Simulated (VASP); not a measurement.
Wanted: the native input for a VASP 6.6.1 run.

| Property | Result |
| --- | --- |
| Task | single point |
| Functional | PBE |
| Potentials or basis | VASP PAW PBE potentials, release 64 (Mg, Ni, S) |
| Cutoff | 520 eV |
| k mesh | 6 × 6 × 2 |
| Occupations | gaussian, width 0.2 eV |
| Spin | no spin polarisation |
| Dipole correction | no |
| Further INCAR settings | ALGO = Normal; EDIFF = 1e-07; NBANDS = 40 |

The structure of Mg5NiS6 lies in POSCAR:

```
Mg5NiS6
1.0
    3.6573029000      0.0000000000      0.0000000000
    0.0000000000      3.6573029000      0.0000000000
    0.0000000000      0.0000000000     15.3485626000
Mg Ni S
5 1 6
Direct
    0.0000000000      0.0000000000      0.6593200000
    0.5000000000      0.5000000000      0.8276610000
    0.0000000000      0.0000000000      0.0000000000
    0.5000000000      0.5000000000      0.1723390000
    0.0000000000      0.0000000000      0.3406800000
    0.5000000000      0.5000000000      0.5000000000
    0.0000000000      0.0000000000      0.8289310000
    0.5000000000      0.5000000000      0.0000000000
    0.0000000000      0.0000000000      0.1710690000
    0.5000000000      0.5000000000      0.3466370000
    0.0000000000      0.0000000000      0.5000000000
    0.5000000000      0.5000000000      0.6533630000
```

One way to write it, as run:

INCAR

```
SYSTEM = Mg5NiS6
PREC     = Accurate       ! precision mode
ENCUT    = 520            ! plane-wave cutoff, eV
EDIFF    = 1E-7           ! SCF threshold, eV
ISMEAR   = 0              ! smearing method
SIGMA    = 0.2            ! smearing width, eV
LREAL    = .FALSE.        ! projectors in reciprocal space
LASPH    = .TRUE.         ! aspherical terms in the spheres
NELM     = 100            ! most SCF steps
ALGO     = Normal         ! electronic algorithm
ISIF     = 2              ! what is computed and relaxed
LWAVE    = .FALSE.        ! write WAVECAR
LCHARG   = .FALSE.        ! write CHGCAR
GGA      = PE             ! functional
NBANDS   = 40             ! bands
```

KPOINTS

```
Automatic mesh
0
G
  6 6 2
  0 0 0
```

Potentials or basis: VASP PAW PBE potentials, release 64 (Mg, Ni, S).

Launch:

```console
$ cat potpaw_PBE.64/Mg/POTCAR potpaw_PBE.64/Ni/POTCAR potpaw_PBE.64/S/POTCAR > POTCAR
$ mpirun -np 1 vasp_std > vasp.out
```

It gave:

| Quantity | Value |
| --- | --- |
| Pressure | -0.2 GPa |
| Largest force | 0.042 eV/Å |
| Band gap on the k mesh | zero (bands 28 and 29 overlap by 1.41 eV) |

Caveat: the run has no spin polarisation, though such a crystal can be magnetic.

Wall time 7.3 min on 1 thread of Oxide Virtual Turin-like Processor, on a shared host, peak memory 0.34 GiB.
